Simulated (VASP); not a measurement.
Write the native input for VASP 6.6.1 that does the following.

```yaml
Task: single point
Functional: PBE
Dispersion: D3(BJ)
Potentials_or_basis: VASP PAW PBE potentials, release 64 (Si, Mo_sv)
Cutoff: 520 eV
k_mesh: 18 × 18 × 18
Occupations: gaussian, width 0.1 eV
Spin: no spin polarisation
Dipole_correction: no
Further_INCAR_settings: ALGO = Normal; EDIFF = 1e-06; NBANDS = 18
```

The structure of Si2Mo (d3) lies in POSCAR:

```
Si2Mo
1.0
   -1.5892581951      1.5892581951      3.8980032708
    1.5892581951     -1.5892581951      3.8980032708
    1.5892581951      1.5892581951     -3.8980032708
Si Mo
2 1
Direct
    0.3346048089      0.3346048089      0.0000000000
    0.6653951911      0.6653951911      0.0000000000
    0.0000000000      0.0000000000      0.0000000000
```

The input as run:

INCAR

```
SYSTEM = Si2Mo
PREC     = Accurate       ! precision mode
ENCUT    = 520            ! plane-wave cutoff, eV
EDIFF    = 1E-6           ! SCF threshold, eV
ISMEAR   = 0              ! smearing method
SIGMA    = 0.1            ! smearing width, eV
LREAL    = .FALSE.        ! projectors in reciprocal space
LASPH    = .TRUE.         ! aspherical terms in the spheres
NELM     = 100            ! most SCF steps
ALGO     = Normal         ! electronic algorithm
ISIF     = 2              ! what is computed and relaxed
LWAVE    = .FALSE.        ! write WAVECAR
LCHARG   = .TRUE.         ! write CHGCAR
GGA      = PE             ! functional
IVDW     = 12             ! dispersion correction
LELF     = .TRUE.         ! ELF
LVHAR    = .TRUE.       
NBANDS   = 18             ! bands
```

KPOINTS

```
regular mesh
0
G
  18 18 18
  0 0 0
```

Potentials or basis: VASP PAW PBE potentials, release 64 (Si, Mo_sv).

The run is started by

```console
$ cat potpaw_PBE.64/Si/POTCAR potpaw_PBE.64/Mo_sv/POTCAR > POTCAR
$ mpirun -np 1 vasp_std > vasp.out
```

Results of the run:

The pressure is 0.2 GPa, the largest force is 0.004 eV/Å and the band gap on the k mesh is zero (band 11 reaches 13.08 eV, above the bottom of band 12 at 12.10 eV). The dispersion energy per atom is -0.589 eV.

Caveat: pairwise dispersion overbinds metals, which lowers pressure and volume.

It took 6.7 min on 1 thread of Intel(R) Xeon(R) Platinum 8259CL CPU @ 2.50GHz (Skylake/Cascade Lake) (shared host), peak memory 0.46 GiB.
